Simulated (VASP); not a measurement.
TiC (rocksalt type):

```
Ti C
1.0
     0.00000    2.15443    2.15443
     2.15443    0.00000    2.15443
     2.15443    2.15443    0.00000
Ti C
1 1
Direct
  0.00000 0.00000 0.00000
  0.50000 0.50000 0.50000
```

| Property | Result |
| --- | --- |
| Program | VASP 6.6.1 |
| Task | relaxation of cell and atoms |
| Functional | PBE |
| Potentials or basis | VASP PAW PBE potentials, release 64 (Ti_sv, C) |
| Cutoff | 600 eV |
| k mesh | 17 × 17 × 17 |
| Occupations | fermi-dirac, width 0.05 eV |
| Spin | no spin polarisation |

At the start: pressure 4.4 GPa; volume 10.00 Å³/atom.

Problem. Where does the relaxation end?

Solution. Over 3 steps the energy falls by 2.4 meV/atom and the volume is 10.17 Å³/atom (+1.7 %); space group Fm-3m (No. 225, to 0.05 Å).

Step by step:
| step | energy change (eV) | largest force (eV/Å) | pressure (GPa) | volume (Å³) |
| --- | --- | --- | --- | --- |
| 1 | 0.0000 | 0.0000 | 4.43 | 20.00 |
| 2 | 0.0031 | 0.0000 | -5.32 | 20.81 |
| 3 | -0.0047 | 0.0000 | -0.03 | 20.35 |

Final structure:
```yaml
crystal:
  lattice:
    - [0.00000, 2.16691, 2.16691]
    - [2.16691, 0.00000, 2.16691]
    - [2.16691, 2.16691, 0.00000]
  atoms:
    - { symbol: Ti, position: [0.00000, 0.00000, 0.00000] }
    - { symbol: C, position: [0.50000, 0.50000, 0.50000] }
```
